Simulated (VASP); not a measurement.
# Rb (P6_3/mmc) in VASP: single point with PBEsol

Aim: the single point of Rb with PBEsol.

Everything below comes from runs of VASP 6.6.1. Logs are shortened: lines on timing, memory, paths and dates and some standing lists are left out, and cuts for length are marked.

### Step 1. The cell of the first run

Symmetry: P6_3/mmc, No. 194, hexagonal system. Conventional cell: a = 5.089 Å, b = 5.089 Å, c = 16.884 Å, α = 90.00°, β = 90.00°, γ = 120.00°.

This isn't the form of Rb at room conditions, which is bcc.

### Step 2. Single point, PBEsol

File INCAR:

```
SYSTEM = Rb
PREC = Accurate ; ENCUT = 520
EDIFF = 1E-7 ; ISMEAR = -1
SIGMA = 0.1 ; LREAL = .False.
LASPH = .True. ; NELM = 100
ALGO = Normal ; ISIF = 2
LWAVE = .False. ; LCHARG = .False.
GGA = PS ; NBANDS = 26
```

File KPOINTS:

```
Automatic mesh
0
Gamma
  5 5 2
  0 0 0
```

File POSCAR:

```
Rb
1.0
    5.0887800000      0.0000000000      0.0000000000
   -2.5443900000      4.4070130000      0.0000000000
    0.0000000000      0.0000000000     16.8837260000
Rb
4
Direct
    0.0000000000      0.0000000000      0.0000000000
    0.3333333333      0.6666666667      0.7500000000
    0.0000000000      0.0000000000      0.5000000000
    0.6666666667      0.3333333333      0.2500000000
```

Potentials or basis: VASP PAW PBE potentials, release 64 (Rb_sv).

Command:

```bash
$ cat potpaw_PBE.64/Rb_sv/POTCAR > POTCAR
$ mpirun -np 1 vasp_std > vasp.out
```

OUTCAR:

```text
SYSTEM = Rb
   PREC = Accurate
   ENCUT = 520
   EDIFF = 1E-7
   ISMEAR = -1
   LREAL = .False.
   LASPH = .True.
   NELM = 100
   ISIF = 2
   GGA = PS

 ion  position               nearest neighbor table
   1  0.000  0.000  0.000-   2 5.14   4 5.14   4 5.14   2 5.14   4 5.14   2 5.14
   2  0.333  0.667  0.750-   1 5.14   3 5.14   1 5.14   3 5.14   1 5.14   3 5.14
   3  0.000  0.000  0.500-   2 5.14   4 5.14   4 5.14   2 5.14   4 5.14   2 5.14
   4  0.667  0.333  0.250-   1 5.14   3 5.14   1 5.14   3 5.14   1 5.14   3 5.14

  LATTYP: Found a hexagonal cell.
 ALAT       =     5.0887800000
 C/A-ratio  =     3.3178337440

  Lattice vectors:

 A1 = (   5.0887800000,   0.0000000000,   0.0000000000)
 A2 = (  -2.5443900000,   4.4070130000,   0.0000000000)
 A3 = (   0.0000000000,   0.0000000000,  16.8837260000)

Analysis of symmetry for initial positions (statically):
=====================================================================
 Subroutine PRICEL returns:
 Original cell was already a primitive cell.

 Routine SETGRP: Setting up the symmetry group for a
 hexagonal supercell.

 Subroutine GETGRP returns: Found 24 space group operations
 (whereof 12 operations were pure point group operations)
 out of a pool of 24 trial point group operations.

The static configuration has the point symmetry D_3d.
 The point group associated with its full space group is D_6h.

Analysis of symmetry for dynamics (positions and initial velocities):
=====================================================================
 Subroutine PRICEL returns:
 Original cell was already a primitive cell.

 Routine SETGRP: Setting up the symmetry group for a
 hexagonal supercell.

 Subroutine GETGRP returns: Found 24 space group operations
 (whereof 12 operations were pure point group operations)
 out of a pool of 24 trial point group operations.

The dynamic configuration has the point symmetry D_3d.
 The point group associated with its full space group is D_6h.

 Subroutine INISYM returns: Found 24 space group operations
 (whereof 12 operations are pure point group operations),
 and found     1 'primitive' translations

----------------------------------------------------------------------------------------

                                     Primitive cell

  volume of cell :     378.6398

  direct lattice vectors                    reciprocal lattice vectors
     5.088780000  0.000000000  0.000000000     0.196510755  0.113455531  0.000000000
    -2.544390000  4.407013000  0.000000000     0.000000000  0.226911062  0.000000000
     0.000000000  0.000000000 16.883726000     0.000000000  0.000000000  0.059228632

  length of vectors
     5.088780000  5.088780213 16.883726000     0.226911071  0.226911062  0.059228632

  position of ions in fractional coordinates (direct lattice)
     0.000000000  0.000000000  0.000000000
     0.333333333  0.666666667  0.750000000
     0.000000000  0.000000000  0.500000000
     0.666666667  0.333333333  0.250000000

  ion indices of the primitive-cell ions
   primitive index   ion index
                 1           1
                 2           2
                 3           3
                 4           4

----------------------------------------------------------------------------------------

 KPOINTS: Automatic mesh

Automatic generation of k-mesh.
 Grid dimensions read from file:
 generate k-points for:    5    5    2

 Generating k-lattice:

  Cartesian coordinates                     Fractional coordinates (reciprocal lattice)
     0.039302151  0.022691106  0.000000000     0.200000000  0.000000000  0.000000000
     0.000000000  0.045382212  0.000000000     0.000000000  0.200000000  0.000000000
     0.000000000  0.000000000  0.029614316     0.000000000  0.000000000  0.500000000

  Length of vectors
     0.045382214  0.045382212  0.029614316

  Shift w.r.t. Gamma in fractional coordinates (k-lattice)
     0.000000000  0.000000000  0.000000000

 Subroutine IBZKPT returns following result:
 ===========================================

 Found     10 irreducible k-points:

 Following reciprocal coordinates:
            Coordinates               Weight
  0.000000  0.000000  0.000000      1.000000
  0.200000  0.000000  0.000000      6.000000
  0.400000 -0.000000  0.000000      6.000000
  0.200000  0.200000  0.000000      6.000000
  0.400000  0.200000  0.000000      6.000000
  0.000000  0.000000  0.500000      1.000000
  0.200000  0.000000  0.500000      6.000000
  0.400000 -0.000000  0.500000      6.000000
  0.200000  0.200000  0.500000      6.000000
  0.400000  0.200000  0.500000      6.000000
   k-points           NKPTS =     10   k-points in BZ     NKDIM =     10   number of bands    NBANDS=     26
   number of dos      NEDOS =    301   number of ions     NIONS =      4
   total plane-waves  NPLWV = 201600
   dimension x,y,z NGX =    40 NGY =   40 NGZ =  126
   dimension x,y,z NGXF=    80 NGYF=   80 NGZF=  252
   ions per type =               4
   NGX,Y,Z   is equivalent  to a cutoff of  13.07, 13.07, 12.41 a.u.
   NGXF,Y,Z  is equivalent  to a cutoff of  26.14, 26.14, 24.81 a.u.
 SYSTEM =  Rb
   PREC   = accura    normal or accurate (medium, high low for compatibility)
   ISTART =      0    job   : 0-new  1-cont  2-samecut
   ICHARG =      2    charge: 1-file 2-atom 10-const
   ISPIN  =      1    spin polarized calculation?
   LNONCOLLINEAR =      F non collinear calculations
   LSORBIT =      F    spin-orbit coupling
   LASPH  =      T    aspherical Exc in radial PAW
   ENCUT  =  520.0 eV  38.22 Ry    6.18 a.u.   9.46  9.46 31.39*2*pi/ulx,y,z
   NELM   =    100;   NELMIN=  2; NELMDL= -5     # of ELM steps
   EDIFF  = 0.1E-06   stopping-criterion for ELM
   LREAL  =      F    real-space projection
   EDIFFG = 0.1E-05   stopping-criterion for IOM
   NSW    =      0    number of steps for IOM
   IBRION =     -1    ionic relax: 0-MD 1-quasi-New 2-CG
   NFREE  =      0    steps in history (QN), initial steepest desc. (CG)
   ISIF   =      2    stress and relaxation
   ISYM   =      2    0-nonsym 1-usesym 2-fastsym
   POTIM  = 0.5000    time-step for ionic-motion
   TEBEG  =    0.0;   TEEND  =   0.0 temperature during run
   PSTRESS=    0.0 pullay stress
   NELECT =      36.0000    total number of electrons
   NUPDOWN=      -1.0000    fix difference up-down
   EMIN   =  10.00;   EMAX   =-10.00  energy-range for DOS
   EFERMI =   0.00;   METHOD = LEGACY
   ISMEAR =    -1;   SIGMA  =   0.10  broadening in eV -4-tet -1-fermi 0-gaus
   EFERMI_NEDOS =   21; number of points for ismear=-14 and -15
   IALGO  =     38    algorithm
   IMIX   =      4    mixing-type and parameters
     AMIX     =   0.40;   BMIX     =  1.00
     AMIX_MAG =   1.60;   BMIX_MAG =  1.00
  volume/ion in A,a.u.               =      94.66       638.80
  Fermi-wavevector in a.u.,A,eV,Ry     =   0.747194  1.411993  7.596124  0.558299
  Thomas-Fermi vector in A             =   1.843192
   LORBIT       =      0    0 simple, 1 ext, 2 COOP (PROOUT), +10 PAW based schemes
   GGA     = PS    functional components
   LHFCALC =     F    Hartree Fock is set to
   AEXX    =    0.0000 exact exchange contribution
   IVDW    =     0    specifies the selected vdW correction
   LEPSILON=     F    determine dielectric tensor
   LRPA    =     F    only Hartree local field effects (RPA)
 non-spin polarized calculation
  energy-cutoff  :      520.00
  volume of cell :      378.64
 maximum number of plane-waves:     10251
 NGX is ok and might be reduce to    40
   NGX = 19   NGY = 19   NGZ = 63

 number of electron      36.0000000 magnetization

 Free energy of the ion-electron system (eV)
  ---------------------------------------------------
  ext. energy  EPLUGINS =         0.00000000
  ---------------------------------------------------
  free energy    TOTEN  =        -4.17974955 eV

  energy without entropy =       -4.09250799  energy(sigma->0) =       -4.13612877

 E-fermi :  -0.1712     XC(G=0):  -5.4231

 val. band max:       -0.3753583346   @ k =   0.2000   0.0000   0.5000
 cond. band min:      -0.1384025332   @ k =   0.4000  -0.0000   0.0000
 fundamental gap:      0.2369558014
 Fermi energy:        -0.1712046611

 k-point     1 :       0.0000    0.0000    0.0000
  band No.  band energies     occupation
      1     -29.0127      2.00000
      2     -29.0114      2.00000
      3     -29.0112      2.00000
      4     -29.0098      2.00000
      5     -13.1439      2.00000
      6     -13.1050      2.00000
[... 18 lines left out ...]
     25       3.2883      0.00000
     26       3.3577      0.00000

 k-point     2 :       0.2000    0.0000    0.0000
  band No.  band energies     occupation
      1     -29.0117      2.00000
      2     -29.0106      2.00000
      3     -29.0104      2.00000
      4     -29.0093      2.00000
      5     -13.1342      2.00000
      6     -13.1104      2.00000
[... 18 lines left out ...]
     25       2.5069      0.00000
     26       2.5316      0.00000

 k-point     3 :       0.4000   -0.0000    0.0000
  band No.  band energies     occupation
      1     -29.0099      2.00000
      2     -29.0093      2.00000
      3     -29.0091      2.00000
      4     -29.0086      2.00000
      5     -13.1405      2.00000
      6     -13.1391      2.00000
[... 18 lines left out ...]
     25       1.9572      0.00000
     26       1.9881      0.00000

 k-point     4 :       0.2000    0.2000    0.0000
  band No.  band energies     occupation
      1     -29.0103      2.00000
      2     -29.0096      2.00000
      3     -29.0094      2.00000
      4     -29.0087      2.00000
      5     -13.1273      2.00000
      6     -13.1265      2.00000
[... 18 lines left out ...]
     25       1.8004      0.00000
     26       2.1127      0.00000

 k-point     5 :       0.4000    0.2000    0.0000
  band No.  band energies     occupation
      1     -29.0092      2.00000
      2     -29.0089      2.00000
      3     -29.0088      2.00000
      4     -29.0085      2.00000
      5     -13.1385      2.00000
      6     -13.1362      2.00000
[... 18 lines left out ...]
     25       1.7087      0.00000
     26       1.8012      0.00000

 k-point     6 :       0.0000    0.0000    0.5000
  band No.  band energies     occupation
      1     -29.0123      2.00000
      2     -29.0123      2.00000
      3     -29.0102      2.00000
      4     -29.0102      2.00000
      5     -13.1325      2.00000
      6     -13.1325      2.00000
[... 18 lines left out ...]
     25       3.3347      0.00000
     26       3.3348      0.00000

 k-point     7 :       0.2000    0.0000    0.5000
  band No.  band energies     occupation
      1     -29.0113      2.00000
      2     -29.0113      2.00000
      3     -29.0096      2.00000
      4     -29.0096      2.00000
      5     -13.1271      2.00000
      6     -13.1271      2.00000
[... 18 lines left out ...]
     25       2.6831      0.00000
     26       2.6831      0.00000

 k-point     8 :       0.4000   -0.0000    0.5000
  band No.  band energies     occupation
      1     -29.0097      2.00000
      2     -29.0097      2.00000
      3     -29.0088      2.00000
      4     -29.0088      2.00000
      5     -13.1376      2.00000
      6     -13.1376      2.00000
[... 18 lines left out ...]
     25       1.8727      0.00000
     26       1.8727      0.00000

 k-point     9 :       0.2000    0.2000    0.5000
  band No.  band energies     occupation
      1     -29.0100      2.00000
      2     -29.0100      2.00000
      3     -29.0089      2.00000
      4     -29.0089      2.00000
      5     -13.1270      2.00000
      6     -13.1270      2.00000
[... 18 lines left out ...]
     25       2.0435      0.00000
     26       2.0435      0.00000

 k-point    10 :       0.4000    0.2000    0.5000
  band No.  band energies     occupation
      1     -29.0091      2.00000
      2     -29.0091      2.00000
      3     -29.0086      2.00000
      4     -29.0086      2.00000
      5     -13.1355      2.00000
      6     -13.1355      2.00000
[... 18 lines left out ...]
     25       1.5462      0.00000
     26       1.5462      0.00000

------------------------ aborting loop because EDIFF is reached ----------------------------------------

  FORCE on cell =-STRESS in cart. coord.  units (eV):
  Direction    XX          YY          ZZ          XY          YZ          ZX
  --------------------------------------------------------------------------------------
  -------------------------------------------------------------------------------------
  Total       -0.5585040     -0.5585040     -0.5101890      0.0000000      0.0000000      0.0000000
  in kB       -2.3632548     -2.3632550     -2.1588146      0.0000000      0.0000000      0.0000000
  external PRESSURE =      -2.2951082 kB  Pullay stress =       0.0000000 kB

 VOLUME and BASIS-vectors are now :
 -----------------------------------------------------------------------------
  energy-cutoff  :      520.00
  volume of cell :      378.64
      direct lattice vectors                 reciprocal lattice vectors
     5.088780000  0.000000000  0.000000000     0.196510755  0.113455531  0.000000000
    -2.544390000  4.407013000  0.000000000     0.000000000  0.226911062  0.000000000
     0.000000000  0.000000000 16.883726000     0.000000000  0.000000000  0.059228632

 POSITION                                       TOTAL-FORCE (eV/Angst)
 -----------------------------------------------------------------------------------
      0.00000      0.00000      0.00000         0.000000     -0.000000      0.000000
     -0.00000      2.93801     12.66279        -0.000000      0.000000      0.000000
      0.00000      0.00000      8.44186         0.000000     -0.000000      0.000000
      2.54439      1.46900      4.22093        -0.000000     -0.000000     -0.000000
 -----------------------------------------------------------------------------------
    total drift:                                0.000000     -0.000000      0.000000

  FREE ENERGIE OF THE ION-ELECTRON SYSTEM (eV)
  ---------------------------------------------------
  free  energy   TOTEN  =        -4.1797495483 eV

  energy  without entropy=       -4.0925079890  energy(sigma->0) =       -4.13612877
```

Run time: 87 s. Hardware: 1 thread of Intel Xeon Platinum 8488C (Sapphire Rapids), shared host; peak memory 0.47 GiB.

What came out:

```
Free energy            : -4.1797 eV
Pressure               : -0.2 GPa
Band gap on the k mesh : zero (bands 18 and 19 overlap by 1.73 eV)
```

Levels at points of the mesh, in eV from the Fermi level:
```
           k point  band 16  band 17  band 18  band 19  band 20  band 21
(0.00, 0.00, 0.00)   -12.89    -1.89    -1.25    -1.25     0.13     0.63
(0.00, 0.00, 0.50)   -12.89    -1.73    -1.73    -0.54    -0.54     1.35
```

Caveat: the PAW data sets were made with another functional, which shifts forces and pressure a little.
